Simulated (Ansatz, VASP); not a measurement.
# K: VASP beside Ansatz

The input INCAR:

```
ALGO     = Normal         # electronic algorithm
EDIFF    = 1E-6           # SCF threshold, eV
EDIFFG   = -0.01          # ionic threshold
ENCUT    = 600            # plane-wave cutoff, eV
GGA      = RE             # functional
IBRION   = 2              # ionic algorithm
ISIF     = 3              # what is computed and relaxed
ISMEAR   = -1             # smearing method
LASPH    = True           # aspherical terms in the spheres
LCHARG   = False          # write CHGCAR
LREAL    = False          # projectors in reciprocal space
LWAVE    = False          # write WAVECAR
NELM     = 60             # most SCF steps
NSW      = 80             # ionic steps
PREC     = Accurate       # precision mode
SIGMA    = 0.1            # smearing width, eV
```

The input KPOINTS:

```
k-points
0
Gamma
  9 9 9
```

File POSCAR:

```
K
1.0
   -2.6125000000      2.6125000000      2.6125000000
    2.6125000000     -2.6125000000      2.6125000000
    2.6125000000      2.6125000000     -2.6125000000
K
1
Direct
    0.0000000000      0.0000000000      0.0000000000
```

Input for Ansatz:

```yaml
crystal:
  lattice:
    - [-2.6125, 2.6125, 2.6125]
    - [2.6125, -2.6125, 2.6125]
    - [2.6125, 2.6125, -2.6125]
  atoms:
    - { symbol: K, position: [0.0, 0.0, 0.0] }
hamiltonian:
  xc: revpbe
  pseudopotentials:
    kind: paw
    azcp:
      K: "pseudopotentials/K.paw.azcp"
basis:
  ecutwfc: 420
  fft_grid_basis: typed
kpoints:
  mp_grid: { grid: [9, 9, 9], shift: [0, 0, 0] }
magnetization:
  spin_polarized: false
scf:
  occupations: { method: fermi_dirac, width: 0.1 }
relax:
  max_steps: 60
  f_tol: 0.01
  cell: {}
```

Alike in both runs: task relaxation of cell and atoms; functional revPBE; k mesh 9 × 9 × 9; occupations fermi-dirac, width 0.1 eV; no spin polarisation.

|  | VASP | Ansatz |
| --- | --- | --- |
| version | VASP 6.6.1 | Ansatz 0.2.0 |
| potentials or method | VASP PAW PBE potentials, release 64 (K_sv), cutoff 600 eV | plane waves (420 eV) with PAW, scalar-relativistic |
| valence electrons in the cell | 9 | 9 |

Ansatz gave:

| Property | Result |
| --- | --- |
| relaxed volume (Å³/atom) | 79.67 |
| relaxed length of the cell vector where the two differ most in proportion (Å) | 4.695 |

Estimate VASP's values.

relaxed volume (Å³/atom): 79.60; relaxed length of the cell vector where the two differ most in proportion (Å): 4.694.

VASP's potentials were made for PBE, not for revPBE.
